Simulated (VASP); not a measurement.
Set up this calculation in VASP 6.6.1, as the native input.

```yaml
Task: electric field gradients
Functional: LDA
Potentials_or_basis: VASP PAW LDA potentials, release 64 (Ti_sv)
Cutoff: 520 eV
k_mesh: 15 × 15 × 15
Occupations: fermi-dirac, width 0.05 eV
Spin: no spin polarisation
Dipole_correction: no
Further_INCAR_settings: ALGO = Normal; EDIFF = 1e-08; NBANDS = 12
```

The structure of Ti lies in POSCAR:

```
Ti
1.0
    0.0000000000      2.0300000000      2.0503000000
    2.0300000000      0.0000000000      2.0503000000
    2.0300000000      2.0300000000      0.0000000000
Ti
1
Direct
    0.0000000000      0.0000000000      0.0000000000
```

This cell differs from its parent crystal: zz strain of +1 %.

The input as run:

INCAR

```
ALGO = Normal ; EDIFF = 1E-8
ENCUT = 520 ; ISIF = 2
ISMEAR = -1 ; LASPH = T
LCHARG = F ; LEFG = T
LREAL = F ; LWAVE = F
NBANDS = 12 ; NELM = 80
PREC = Accurate ; SIGMA = 0.05
```

KPOINTS

```
k-points
0
Gamma
  15 15 15
```

Potentials or basis: VASP PAW LDA potentials, release 64 (Ti_sv).

Launch:

```console
$ cat potpaw_LDA.64/Ti_sv/POTCAR > POTCAR
$ mpirun -np 1 vasp_std > vasp.out
```

Results of the run:

```json
{"Pressure": "-6.0 GPa", "Band gap on the k mesh": "zero (band 6 reaches 9.08 eV, above the bottom of band 7 at 7.97 eV)"}
```

Caveat: the cell differs from its parent crystal (zz strain of +1 %); without QUAD_EFG the Cq values of the log hold for a quadrupole moment of 1 mb, not for the nuclei.

Run time: 3 min on 1 thread of AMD EPYC 7R13 (shared host), peak memory 0.14 GiB.
